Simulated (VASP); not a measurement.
# Na4H in VASP: further runs, part 2 of 2

VASP 6.6.1. The steps go on from the part before.

### 4 Single point, PBE

The input, INCAR:

```
ALGO     = Normal         # electronic algorithm
DIPOL    = 0.5 0.5 0.283
EDIFF    = 1E-6           # SCF threshold, eV
ENCUT    = 400            # plane-wave cutoff, eV
GGA      = PE             # functional
GGA_COMPAT= False        
IDIPOL   = 3            
ISIF     = 2              # what is computed and relaxed
ISMEAR   = 0              # smearing method
LASPH    = True           # aspherical terms in the spheres
LCHARG   = True           # write CHGCAR
LDIPOL   = True         
LELF     = True           # ELF
LREAL    = False          # projectors in reciprocal space
LVACPOTAV= True         
LVHAR    = True         
LWAVE    = False          # write WAVECAR
NBANDS   = 40             # bands
NELM     = 120            # most SCF steps
NELMDL   = -8           
PREC     = Accurate       # precision mode
SIGMA    = 0.1            # smearing width, eV
```

The input, KPOINTS:

```
k-points
0
Gamma
  4 4 1
```

The input, POSCAR:

```
Na4H
1.0
    7.2665054626      0.0000000000      0.0000000000
   -2.4221684875      6.8509270508      0.0000000000
    0.0000000000      0.0000000000     20.9665384335
Na H
8 2
Direct
    0.2500000000      0.2500000000      0.1907801811
    0.2500000000      0.7500000000      0.1907801811
    0.7500000000      0.2500000000      0.1907801811
    0.7500000000      0.7500000000      0.1907801811
    0.0000000000      0.0000000000      0.3322693660
    0.0000000000      0.5000000000      0.3322693660
    0.5000000000      0.0000000000      0.3322693660
    0.5000000000      0.5000000000      0.3322693660
    0.1150600172      0.3333333333      0.3689945509
    0.2182733161      0.3333333333      0.3689945509
```

Potentials or basis: VASP PAW PBE potentials, release 64 (Na_pv, H).

Started as:

```
$ cat potpaw_PBE.64/Na_pv/POTCAR potpaw_PBE.64/H/POTCAR > POTCAR
$ mpirun -np 1 vasp_std > vasp.out
```

OUTCAR:

```text
EDIFF = 1E-6
   ENCUT = 400
   GGA = PE
   ISIF = 2
   ISMEAR = 0
   LASPH = True
   LREAL = False
   NELM = 120
   NELMDL = -8
   PREC = Accurate

 ion  position               nearest neighbor table
   1  0.250  0.250  0.191-
   2  0.250  0.750  0.191-
   3  0.750  0.250  0.191-
   4  0.750  0.750  0.191-
   5  0.000  0.000  0.332-
   6  0.000  0.500  0.332-
   7  0.500  0.000  0.332-
   8  0.500  0.500  0.332-
   9  0.115  0.333  0.369-  10 0.75
  10  0.218  0.333  0.369-   9 0.75

  LATTYP: Found a base centered orthorhombic cell.
 ALAT       =     8.3906377698
 B/A-ratio  =     1.4142135624
 C/A-ratio  =     2.4988015225

  Lattice vectors:

 A1 = (   7.2665054626,   0.0000000000,   0.0000000000)
 A2 = (  -2.4221684875,   6.8509270508,   0.0000000000)
 A3 = (   0.0000000000,   0.0000000000,  20.9665384335)

Analysis of symmetry for initial positions (statically):
[... 186 lines left out ...]
  band No.  band energies     occupation
      1     -27.2491      2.00000
      2     -27.1831      2.00000
      3     -27.1703      2.00000
      4     -27.1439      2.00000
      5     -27.1304      2.00000
      6     -27.1270      2.00000
[... 419 lines left out ...]
     39       1.3159      0.00000
     40       1.4563      0.00000

------------------------ aborting loop because EDIFF is reached ----------------------------------------

  FORCE on cell =-STRESS in cart. coord.  units (eV):
  Direction    XX          YY          ZZ          XY          YZ          ZX
  --------------------------------------------------------------------------------------
  -------------------------------------------------------------------------------------
  Total        1.6354848     -0.3026898     -0.1228498     -0.8412662     -0.5862902      0.2295868
  in kB        2.5104722     -0.4646294     -0.1885746     -1.2913452     -0.8999566      0.3524161
  external PRESSURE =       0.6190894 kB  Pullay stress =       0.0000000 kB

 VOLUME and BASIS-vectors are now :
 -----------------------------------------------------------------------------
  energy-cutoff  :      400.00
  volume of cell :     1043.76
      direct lattice vectors                 reciprocal lattice vectors
     7.266505463  0.000000000  0.000000000     0.137617732  0.048655216  0.000000000
    -2.422168488  6.850927051  0.000000000     0.000000000  0.145965647  0.000000000
     0.000000000  0.000000000 20.966538433     0.000000000  0.000000000  0.047695045

 POSITION                                       TOTAL-FORCE (eV/Angst)
 -----------------------------------------------------------------------------------
      1.21108      1.71273      4.00000         0.013287     -0.004744     -0.021655
      0.00000      5.13820      4.00000         0.000093      0.004161      0.042321
      4.84434      1.71273      4.00000         0.001247     -0.001969      0.037860
      3.63325      5.13820      4.00000        -0.006925      0.002209      0.028678
      0.00000      0.00000      6.96654        -0.032579     -0.286226     -0.121617
     -1.21108      3.42546      6.96654        -0.818008      0.735219     -0.513296
      3.63325      0.00000      6.96654         0.027886      0.018586     -0.015488
      2.42217      3.42546      6.96654         0.487964      0.295365     -0.218881
      0.02869      2.28364      7.73654        -0.262433     -0.556931      0.571221
      0.77869      2.28364      7.73654         0.589467     -0.205670      0.210857
 -----------------------------------------------------------------------------------
    total drift:                               -0.000022     -0.000017     -0.001881

  FREE ENERGIE OF THE ION-ELECTRON SYSTEM (eV)
  ---------------------------------------------------
  free  energy   TOTEN  =       -15.1199498076 eV

  energy  without entropy=      -15.0973228920  energy(sigma->0) =      -15.10863635

 vacuum level on the upper side and lower side of the slab         0.963         1.100
```

OSZICAR:

```text
N       E                     dE             d eps       ncg     rms          rms(c)
DAV:   1     0.328554695116E+03    0.32855E+03   -0.25082E+04  1136   0.863E+02
DAV:   2     0.849703746870E+00   -0.32770E+03   -0.32483E+03   888   0.323E+02
DAV:   3    -0.157071643707E+02   -0.16557E+02   -0.16469E+02   936   0.799E+01
[... 17 lines left out ...]
DAV:  21    -0.151199126793E+02   -0.20263E-04   -0.14383E-06   632   0.370E-03    0.640E-04
DAV:  22    -0.151199328699E+02   -0.20191E-04   -0.73088E-07   648   0.173E-03    0.476E-04
DAV:  23    -0.151199433269E+02   -0.10457E-04   -0.27184E-07   648   0.113E-03    0.281E-04
DAV:  24    -0.151199490932E+02   -0.57664E-05   -0.23721E-07   656   0.129E-03    0.153E-04
DAV:  25    -0.151199498076E+02   -0.71433E-06   -0.24345E-08   632   0.593E-04
   1 F= -.15119950E+02 E0= -.15108636E+02  d E =-.226269E-01
```

stdout:

```text
POSCAR found type information on POSCAR NaH
 POSCAR found :  2 types and      10 ions
 scaLAPACK will be used
 LDA part: xc-table for (Slater+PW92), standard interpolation
 POSCAR, INCAR and KPOINTS ok, starting setup
 FFT: planning ... GRIDC
 FFT: planning ... GRID_SOFT
 FFT: planning ... GRID
 WAVECAR not read
 entering main loop
 -----------------------------------------------------------------------------
|                                                                             |
|           W    W    AA    RRRRR   N    N  II  N    N   GGGG   !!!           |
|           W    W   A  A   R    R  NN   N  II  NN   N  G    G  !!!           |
|           W    W  A    A  R    R  N N  N  II  N N  N  G       !!!           |
|           W WW W  AAAAAA  RRRRR   N  N N  II  N  N N  G  GGG   !            |
|           WW  WW  A    A  R   R   N   NN  II  N   NN  G    G                |
|           W    W  A    A  R    R  N    N  II  N    N   GGGG   !!!           |
|                                                                             |
|     Did not find any points to average over, which means that no vacuum     |
|     field-free region was found. Please increase the size of  your cell     |
|     in the dimension of the dipole correction to obtain accurate            |
|     workfunction values.                                                    |
|                                                                             |
 -----------------------------------------------------------------------------
```

Wall time 4.7 min (1 thread of Intel Xeon 6975P-C (Granite Rapids), shared host); peak memory 0.75 GiB.

What came out:

| Quantity | Value |
| --- | --- |
| Free energy | -15.1199 eV |
| Largest force | 1.214 eV/Å |
| Band gap on the k mesh | zero (bands 29 and 30 overlap by 0.57 eV) |

Forces on the atoms (eV/Å):
```
Na   0.013 -0.005 -0.022
Na   0.000  0.004  0.042
Na   0.001 -0.002  0.038
Na  -0.007  0.002  0.029
Na  -0.033 -0.286 -0.122
Na  -0.818  0.735 -0.513
Na   0.028  0.019 -0.015
Na   0.488  0.295 -0.219
H   -0.262 -0.557  0.571
H    0.589 -0.206  0.211
```

### 5 Single point, PBE

The input, INCAR:

```
PREC = Accurate ; ENCUT = 400
EDIFF = 1E-6 ; ISMEAR = 0
SIGMA = 0.1 ; LREAL = F
LASPH = T ; NELM = 120
ALGO = Normal ; ISIF = 2
LWAVE = F ; LCHARG = F
LDIPOL = T ; IDIPOL = 3
DIPOL = 0.5 0.5 0.289 ; GGA = PE
NBANDS = 40 ; GGA_COMPAT = F
NELMDL = -8
```

The input, KPOINTS:

```
regular mesh
0
Gamma
  4 4 1
```

POSCAR, as its differences from that of step 4:

```diff
@@ -16,3 +16,3 @@
     0.5000000000      0.5000000000      0.3322693660
-    0.1150600172      0.3333333333      0.3689945509
-    0.2182733161      0.3333333333      0.3689945509
+    0.1150600172      0.3333333333      0.3995193799
+    0.2182733161      0.3333333333      0.3995193799
```

Potentials or basis: VASP PAW PBE potentials, release 64 (Na_pv, H).

Started as:

```
$ cat potpaw_PBE.64/Na_pv/POTCAR potpaw_PBE.64/H/POTCAR > POTCAR
$ mpirun -np 1 vasp_std > vasp.out
```

OUTCAR:

```text
PREC = Accurate
   ENCUT = 400
   EDIFF = 1E-6
   ISMEAR = 0
   LREAL = F
   LASPH = T
   NELM = 120
   ISIF = 2
   GGA = PE
   NELMDL = -8

 ion  position               nearest neighbor table
   1  0.250  0.250  0.191-
   2  0.250  0.750  0.191-
   3  0.750  0.250  0.191-
   4  0.750  0.750  0.191-
   5  0.000  0.000  0.332-
   6  0.000  0.500  0.332-
   7  0.500  0.000  0.332-
   8  0.500  0.500  0.332-
   9  0.115  0.333  0.400-  10 0.75
  10  0.218  0.333  0.400-   9 0.75

  LATTYP: Found a base centered orthorhombic cell.
 ALAT       =     8.3906377698
 B/A-ratio  =     1.4142135624
 C/A-ratio  =     2.4988015225

  Lattice vectors:

 A1 = (   7.2665054626,   0.0000000000,   0.0000000000)
 A2 = (  -2.4221684875,   6.8509270508,   0.0000000000)
 A3 = (   0.0000000000,   0.0000000000,  20.9665384335)

Analysis of symmetry for initial positions (statically):
[... 186 lines left out ...]
  band No.  band energies     occupation
      1     -27.1379      2.00000
      2     -27.1074      2.00000
      3     -27.1020      2.00000
      4     -27.0951      2.00000
      5     -27.0838      2.00000
      6     -27.0806      2.00000
[... 419 lines left out ...]
     39       1.3200      0.00000
     40       1.4416      0.00000

------------------------ aborting loop because EDIFF is reached ----------------------------------------

 vacuum level on the upper side and lower side of the slab       (xc-potential included)        -0.152         0.055

  FORCE on cell =-STRESS in cart. coord.  units (eV):
  Direction    XX          YY          ZZ          XY          YZ          ZX
  --------------------------------------------------------------------------------------
  -------------------------------------------------------------------------------------
  Total        0.0283225     -1.1115181     -0.0611998     -0.4732691     -0.2780172      0.0238858
  in kB        0.0434751     -1.7061824     -0.0939418     -0.7264689     -0.4267569      0.0366648
  external PRESSURE =      -0.5855497 kB  Pullay stress =       0.0000000 kB

 VOLUME and BASIS-vectors are now :
 -----------------------------------------------------------------------------
  energy-cutoff  :      400.00
  volume of cell :     1043.76
      direct lattice vectors                 reciprocal lattice vectors
     7.266505463  0.000000000  0.000000000     0.137617732  0.048655216  0.000000000
    -2.422168488  6.850927051  0.000000000     0.000000000  0.145965647  0.000000000
     0.000000000  0.000000000 20.966538433     0.000000000  0.000000000  0.047695045

 POSITION                                       TOTAL-FORCE (eV/Angst)
 -----------------------------------------------------------------------------------
      1.21108      1.71273      4.00000         0.009769     -0.003392      0.013287
      0.00000      5.13820      4.00000         0.001352      0.003531      0.038892
      4.84434      1.71273      4.00000        -0.002549     -0.001445      0.028108
      3.63325      5.13820      4.00000        -0.004441      0.000102      0.013290
      0.00000      0.00000      6.96654        -0.013109     -0.178827     -0.109542
     -1.21108      3.42546      6.96654        -0.280776      0.240066     -0.280898
      3.63325      0.00000      6.96654         0.017487      0.013042     -0.019071
      2.42217      3.42546      6.96654         0.246391      0.126194     -0.167238
      0.02869      2.28364      8.37654        -0.393230     -0.127995      0.339400
      0.77869      2.28364      8.37654         0.419107     -0.071276      0.143774
 -----------------------------------------------------------------------------------
    total drift:                                0.000001     -0.000024     -0.002191

  FREE ENERGIE OF THE ION-ELECTRON SYSTEM (eV)
  ---------------------------------------------------
  free  energy   TOTEN  =       -15.5338801275 eV

  energy  without entropy=      -15.5098970493  energy(sigma->0) =      -15.52188859

 vacuum level on the upper side and lower side of the slab         0.927         1.110
```

OSZICAR:

```text
N       E                     dE             d eps       ncg     rms          rms(c)
DAV:   1     0.331400209799E+03    0.33140E+03   -0.25003E+04  1128   0.863E+02
DAV:   2     0.103870446157E+01   -0.33036E+03   -0.32730E+03   880   0.323E+02
DAV:   3    -0.160364418367E+02   -0.17075E+02   -0.16992E+02   944   0.800E+01
[... 17 lines left out ...]
DAV:  21    -0.155338447400E+02   -0.24590E-04   -0.11632E-06   680   0.276E-03    0.607E-04
DAV:  22    -0.155338676317E+02   -0.22892E-04   -0.64465E-07   696   0.281E-03    0.392E-04
DAV:  23    -0.155338765692E+02   -0.89375E-05   -0.31783E-07   688   0.142E-03    0.233E-04
DAV:  24    -0.155338797607E+02   -0.31915E-05   -0.16975E-07   680   0.160E-03    0.124E-04
DAV:  25    -0.155338801275E+02   -0.36687E-06   -0.21740E-08   664   0.803E-04
   1 F= -.15533880E+02 E0= -.15521889E+02  d E =-.239831E-01
```

stdout:

```text
POSCAR found type information on POSCAR NaH
 POSCAR found :  2 types and      10 ions
 scaLAPACK will be used
 LDA part: xc-table for (Slater+PW92), standard interpolation
 POSCAR, INCAR and KPOINTS ok, starting setup
 FFT: planning ... GRIDC
 FFT: planning ... GRID_SOFT
 FFT: planning ... GRID
 WAVECAR not read
 entering main loop
```

Wall time 4.6 min (1 thread of Intel Xeon 6975P-C (Granite Rapids), shared host); peak memory 0.75 GiB.

Results:

```yaml
Free_energy: -15.5339 eV
Largest_force: 0.535 eV/Å
Band_gap_on_the_k_mesh: zero (bands 29 and 30 overlap by 0.60 eV)
```

Forces in eV/Å, atoms in the order of the input:
```
Na   0.010 -0.003  0.013
Na   0.001  0.004  0.039
Na  -0.003 -0.001  0.028
Na  -0.004  0.000  0.013
Na  -0.013 -0.179 -0.110
Na  -0.281  0.240 -0.281
Na   0.017  0.013 -0.019
Na   0.246  0.126 -0.167
H   -0.393 -0.128  0.339
H    0.419 -0.071  0.144
```

### 6 The runs side by side

| cell | gap on the mesh (eV) | largest force (eV/Å) |
| --- | --- | --- |
| as given, atomic positions A | none | 2.78 |
| as given, atomic positions B | none | 0.80 |
| as given, atomic positions C | none | 1.21 |
| as given, atomic positions D | none | 0.53 |

Alike in all rows: task single point; level PBE; potentials or basis VASP PAW PBE potentials, release 64 (Na_pv, H); no spin polarisation; k mesh 4 × 4 × 1; cutoff (eV) 400; smearing gaussian 0.1 eV.

Total energies depend on the potentials used, so only differences within one code and one set of settings carry meaning.
